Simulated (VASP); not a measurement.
Set up this calculation in VASP 6.6.1, as the native input.

| Quantity | Value |
| --- | --- |
| Task | single point |
| Functional | PBEsol |
| Potentials or basis | VASP PAW PBE potentials, release 64 (Zn, S) |
| Cutoff | 520 eV |
| k mesh | 10 × 10 × 10 |
| Occupations | gaussian, width 0.02 eV |
| Spin | non-collinear spin, zero start, spin-orbit coupling |
| Starting moments | [[0.0, 0.0, 0.0], [0.0, 0.0, 0.0]] μB |
| Dipole correction | no |
| Further INCAR settings | ALGO = Normal; EDIFF = 1e-07; NBANDS = 30 |

The structure of ZnS lies in POSCAR:

```
ZnS
1.0
    0.0000000000      2.7214810265      2.7214810265
    2.7214810265      0.0000000000      2.7214810265
    2.7214810265      2.7214810265      0.0000000000
Zn S
1 1
Direct
    0.2500000000      0.2500000000      0.2500000000
    0.0000000000      0.0000000000      0.0000000000
```

These files were run (other wordings do the same):

INCAR

```
  PREC = Accurate
  ENCUT = 520
  EDIFF = 1E-7
  ISMEAR = 0
  SIGMA = 0.02
  LREAL = F
  LASPH = T
  NELM = 150
  ALGO = Normal
  ISIF = 2
  LWAVE = F
  LCHARG = F
  LNONCOLLINEAR = T
  MAGMOM = 0 0 0 0 0 0
  LORBIT = 11
  LSORBIT = T
  GGA_COMPAT = F
  LORBMOM = T
  GGA = PS
  NBANDS = 30
```

KPOINTS

```
regular mesh
0
Gamma
  10 10 10
```

Potentials or basis: VASP PAW PBE potentials, release 64 (Zn, S).

The run is started by

```console
$ cat potpaw_PBE.64/Zn/POTCAR potpaw_PBE.64/S/POTCAR > POTCAR
$ mpirun -np 1 vasp_ncl > vasp.out
```

Results of the run:

The pressure is -3.2 GPa. The net moment is 0.00 μB per cell and the valence electrons inside the program's atomic spheres are Zn 10.78; S 3.71.

Caveat: the cell stands under tension; the PAW data sets were made with another functional, which shifts forces and pressure a little.

It took 3.5 min on 1 thread of Intel(R) Xeon(R) Platinum 8488C (Sapphire Rapids), with other jobs on the host, peak memory 0.35 GiB.
